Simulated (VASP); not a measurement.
Set up this calculation in VASP 6.6.1, as the native input.

* Task: electric field gradients
* Functional: r2SCAN
* Potentials or basis: VASP PAW PBE potentials, release 64 (Li_sv, Cl)
* Cutoff: 520 eV
* k mesh: 9 × 9 × 9
* Occupations: fermi-dirac, width 0.03 eV
* Spin: no spin polarisation
* Dipole correction: no
* Further INCAR settings: ALGO = Normal; EDIFF = 1e-08; NBANDS = 12

Crystal: LiCl.

```xyz
2
Lattice="0.0000 2.5648 2.5648 2.5648 0.0000 2.5648 2.5648 2.5648 0.0000" Properties=species:S:1:pos:R:3 pbc="T T T"
Li    0.0000    0.0000    0.0000
Cl    2.5648    2.5648    2.5648
```

The input as run:

POSCAR

```
LiCl
1.0
    0.0000000000      2.5647600000      2.5647600000
    2.5647600000      0.0000000000      2.5647600000
    2.5647600000      2.5647600000      0.0000000000
Li Cl
1 1
Direct
    0.0000000000      0.0000000000      0.0000000000
    0.5000000000      0.5000000000      0.5000000000
```

INCAR.step1

```
SYSTEM = LiCl
ALGO = Normal
EDIFF = 1E-4
ENCUT = 520
GGA = PE
ISMEAR = -1
LASPH = .TRUE.
LCHARG = .FALSE.
LREAL = .FALSE.
LWAVE = .TRUE.
NBANDS = 12
NELM = 100
PREC = Accurate
SIGMA = 0.03
```

INCAR.step2

```
SYSTEM = LiCl
ALGO = Normal
EDIFF = 1E-8
ENCUT = 520
ISIF = 2
ISMEAR = -1
ISTART = 1
LASPH = .TRUE.
LCHARG = .FALSE.
LEFG = .TRUE.
LMIXTAU = .TRUE.
LREAL = .FALSE.
LWAVE = .FALSE.
METAGGA = R2SCAN
NBANDS = 12
NELM = 100
PREC = Accurate
SIGMA = 0.03
```

KPOINTS

```
k-points
0
G
  9 9 9
  0 0 0
```

Potentials or basis: VASP PAW PBE potentials, release 64 (Li_sv, Cl).

The run is started by

```console
$ cat potpaw_PBE.64/Li_sv/POTCAR potpaw_PBE.64/Cl/POTCAR > POTCAR
$ cp INCAR.step1 INCAR
$ mpirun -np 1 vasp_std > vasp.out
$ cp INCAR.step2 INCAR
$ mpirun -np 1 vasp_std > vasp.out
```

It gave:

```json
{
  "Band gap on the k mesh": "7.30 eV",
  "Largest electric field gradient by atom": "under 0.05 V/Å² on every atom"
}
```

Caveat: an odd mesh through Γ misses points on the zone boundary, where band edges can lie.

Wall time 36 s on 1 thread of Intel(R) Xeon(R) 6975P-C (Granite Rapids), on a shared host, peak memory 0.15 GiB.
